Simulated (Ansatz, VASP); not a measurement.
One calculation of Pt, two programs

POSCAR

```
Pt
1.0
    0.0000000000      1.9690000000      1.9690000000
    1.9690000000      0.0000000000      1.9690000000
    1.9690000000      1.9690000000      0.0000000000
Pt
1
Direct
    0.0000000000      0.0000000000      0.0000000000
```

File INCAR.step1:

```
PREC = Accurate ; ENCUT = 520
ISMEAR = -1 ; SIGMA = 0.01
LREAL = F ; LASPH = T
NELM = 80 ; NBANDS = 11
GGA = PE ; ALGO = Normal
EDIFF = 1E-4 ; LWAVE = T
LCHARG = F
```

INCAR.step2

```
PREC = Accurate ; ENCUT = 520
EDIFF = 1E-7 ; ISMEAR = -1
SIGMA = 0.01 ; LREAL = F
LASPH = T ; NELM = 80
ALGO = Normal ; ISIF = 2
LWAVE = F ; LCHARG = F
METAGGA = R2SCAN ; LMIXTAU = T
NBANDS = 11 ; ISTART = 1
```

File KPOINTS:

```
regular mesh
0
Gamma
  12 12 12
```

Input for Ansatz:

```yaml
crystal:
  lattice:
    - [0.0, 1.969, 1.969]
    - [1.969, 0.0, 1.969]
    - [1.969, 1.969, 0.0]
  atoms:
    - { symbol: Pt, position: [0.0, 0.0, 0.0] }
hamiltonian:
  xc: r2scan
  pseudopotentials: { kind: paw }
basis:
  ecutwfc: 500
kpoints:
  mp_grid: { grid: [12, 12, 12] }
scf:
  occupations: { method: fermi_dirac, width: 0.01 }
  lower_state_search: "off"
  algorithm: density_mixing
  max_iter: 80
  mixing: {}
output:
  forces: true
  stress: true
```

Alike in both runs: task single point; functional r2SCAN; k mesh 12 × 12 × 12; occupations fermi-dirac, width 0.01 eV; no spin polarisation.

|  | VASP | Ansatz |
| --- | --- | --- |
| version | VASP 6.6.1 | Ansatz 0.2.0 |
| potentials or method | VASP PAW PBE potentials, release 64 (Pt), cutoff 520 eV | PAW, plane waves, scalar-relativistic |
| valence electrons in the cell | 10 | 18 |

```tsv
	VASP	Ansatz	Ansatz less VASP
pressure (GPa)	1.3	0.6	-0.72
```

VASP's potentials were made for PBE, not for r2SCAN. VASP's potentials hold 10 valence electrons a cell and Ansatz's 18, so a difference there can come from the potentials and not from the codes.

Neither program's run includes spin-orbit coupling.
